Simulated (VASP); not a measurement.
Input of a VASP 6.6.1 run:

The input INCAR:

```
SYSTEM = Bi2Se3
PREC = Accurate
ENCUT = 520
EDIFF = 1E-6
ISMEAR = -1
SIGMA = 0.05
LREAL = .FALSE.
LASPH = .TRUE.
NELM = 60
ALGO = Normal
ISIF = 2
LWAVE = .FALSE.
LCHARG = .TRUE.
GGA = PS
LELF = .TRUE.
LVHAR = .TRUE.
NBANDS = 32
```

File KPOINTS:

```
regular mesh
0
G
  8 8 8
  0 0 0
```

The input POSCAR:

```
Bi2Se3
1.0
    2.0653656978      1.1924394416      9.5274841783
   -2.0653656978      1.1924394416      9.5274841783
    0.0000000000     -2.3848788832      9.5274841783
Bi Se
2 3
Direct
    0.5996699692      0.5996699692      0.5996699692
    0.4003300308      0.4003300308      0.4003300308
    0.7885162741      0.7885162741      0.7885162741
    0.2114837259      0.2114837259      0.2114837259
    0.0000000000      0.0000000000      0.0000000000
```

Potentials or basis: VASP PAW PBE potentials, release 64 (Bi_d, Se).

Command:

```console
$ cat potpaw_PBE.64/Bi_d/POTCAR potpaw_PBE.64/Se/POTCAR > POTCAR
$ mpirun -np 1 vasp_std > vasp.out
```

Question: Predict the band gap on the k mesh.

Answer: 0.12 eV.

Question: Predict the largest force.

Answer: 0.018 eV/Å.

Forces on the atoms (eV/Å):
```
Bi   0.000  0.000  0.015
Bi   0.000  0.000 -0.015
Se   0.000  0.000  0.018
Se   0.000  0.000 -0.018
Se   0.000  0.000  0.000
```

Caveat: the PAW data sets were made with another functional, which shifts forces and pressure a little; spin-orbit coupling is left out, which moves the levels of the heavy elements. A k mesh can miss the band edges.
